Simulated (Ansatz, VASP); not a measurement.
## SnSe: VASP beside Ansatz

INCAR

```
PREC     = Accurate       # precision mode
ENCUT    = 520            # plane-wave cutoff, eV
EDIFF    = 1E-6           # SCF threshold, eV
ISMEAR   = 0              # smearing method
SIGMA    = 0.03           # smearing width, eV
LREAL    = False          # projectors in reciprocal space
LASPH    = True           # aspherical terms in the spheres
NELM     = 60             # most SCF steps
ALGO     = Normal         # electronic algorithm
ISIF     = 2              # what is computed and relaxed
LWAVE    = False          # write WAVECAR
LCHARG   = False          # write CHGCAR
GGA      = PE             # functional
IVDW     = 12             # dispersion correction
NBANDS   = 28             # bands
```

KPOINTS

```
Automatic mesh
0
Gamma
  8 8 6
```

The input POSCAR:

```
SnSe
1.0
    4.1516000000      0.0000000000      0.0000000000
    0.0000000000      4.1516000000      0.0000000000
    0.0000000000      0.0000000000      5.3979000000
Sn Se
2 2
Direct
    0.5000000000      0.0000000000      0.2500887432
    0.0000000000      0.5000000000      0.7499112568
    0.5000000000      0.0000000000      0.7499352227
    0.0000000000      0.5000000000      0.2500647773
```

Input for Ansatz:

```yaml
crystal:
  lattice:
    - [4.1516, 0.0, 0.0]
    - [0.0, 4.1516, 0.0]
    - [0.0, 0.0, 5.3979]
  atoms:
    - { symbol: Sn, position: [0.5, 0.0, 0.2500887432] }
    - { symbol: Sn, position: [0.0, 0.5, 0.7499112568] }
    - { symbol: Se, position: [0.5, 0.0, 0.7499352227] }
    - { symbol: Se, position: [0.0, 0.5, 0.2500647773] }
basis:
  ecutwfc: 420
kpoints:
  mp_grid: { grid: [8, 8, 6] }
hamiltonian:
  xc: pbe
  dispersion: d3bj
scf:
  occupations: { method: gaussian, width: 0.03 }
output:
  forces: true
  stress: true
  eigenvalues: true
```

Alike in both runs: task single point; functional PBE; dispersion D3(BJ); k mesh 8 × 8 × 6; occupations gaussian, width 0.03 eV; no spin polarisation.

|  | VASP | Ansatz |
| --- | --- | --- |
| version | VASP 6.6.1 | Ansatz 0.2.0 |
| potentials or method | VASP PAW PBE potentials, release 64 (Sn_d, Se), cutoff 520 eV | scalar-relativistic, plane waves, PAW |
| valence electrons in the cell | 40 | 60 |

Ansatz gave:

```
gap on the k mesh at the Fermi level (eV)                     : 0.19
least direct gap on the mesh (eV)                             : 0.50
pressure (GPa)                                                : 11.2
traceless stress, the component that is largest in VASP (GPa) : 14.37
rms of the force components (eV/Å)                            : 0.003
```

Question: Which values does VASP return?

Answer: gap on the k mesh at the Fermi level (eV): 0.19; least direct gap on the mesh (eV): 0.50; pressure (GPa): 11.2; traceless stress, the component that is largest in VASP (GPa): 14.39; rms of the force components (eV/Å): 0.003.

Atom by atom the forces differ by 0.000 eV/Å (rms over components). VASP's potentials hold 40 valence electrons a cell and Ansatz's 60, so a difference there can come from the potentials and not from the codes.
